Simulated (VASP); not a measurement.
Write the native input for VASP 6.6.1 that does the following.

```
Task                   : relaxation of cell and atoms
Functional             : PBE
Potentials or basis    : VASP PAW PBE potentials, release 64 (Zn)
Cutoff                 : 600 eV
k mesh                 : 22 × 22 × 20
Occupations            : gaussian, width 0.1 eV
Spin                   : no spin polarisation
Dipole correction      : no
Further INCAR settings : ALGO = Fast; EDIFF = 1e-06; IBRION = 2; EDIFFG = -0.01; NSW = 100; ISIF = 3
```

The structure of Zn lies in POSCAR:

```
Zn
1.0
    2.5814347954      0.0000000000      0.0000000000
    0.0000000000      2.5814347954      0.0000000000
    0.0000000000      0.0000000000      2.6449270254
Zn
1
Direct
    0.0000000000      0.0000000000      0.0000000000
```

One way to write it, as run:

INCAR

```
PREC = Accurate
ENCUT = 600
EDIFF = 1E-6
ISMEAR = 0
SIGMA = 0.1
LREAL = F
LASPH = T
NELM = 80
ALGO = Fast
ISIF = 3
LWAVE = F
LCHARG = F
GGA = PE
IBRION = 2
NSW = 100
EDIFFG = -0.01
```

KPOINTS

```
regular mesh
0
Gamma
  22 22 20
```

Potentials or basis: VASP PAW PBE potentials, release 64 (Zn).

Command:

```sh
$ cat potpaw_PBE.64/Zn/POTCAR > POTCAR
$ mpirun -np 1 vasp_std > vasp.out
```

It gave:

* Relaxed volume: 18.26 Å³/atom
* Relaxed cell: a = 2.641 Å, b = 2.641 Å, c = 2.619 Å, α = 90.00°, β = 90.00°, γ = 90.00°
* Space group after relaxing (to 0.1 Å): Pm-3m (No. 221)
* Energy gained by relaxing: 5.1 meV/atom
* Ionic steps: 14
* Pressure after relaxing: 0.0 GPa
* Band gap on the k mesh: zero (bands 6 and 7 overlap by 8.18 eV)

Wall time 16 min on 1 thread of Intel Xeon 8259CL, on a shared host, peak memory 0.35 GiB.
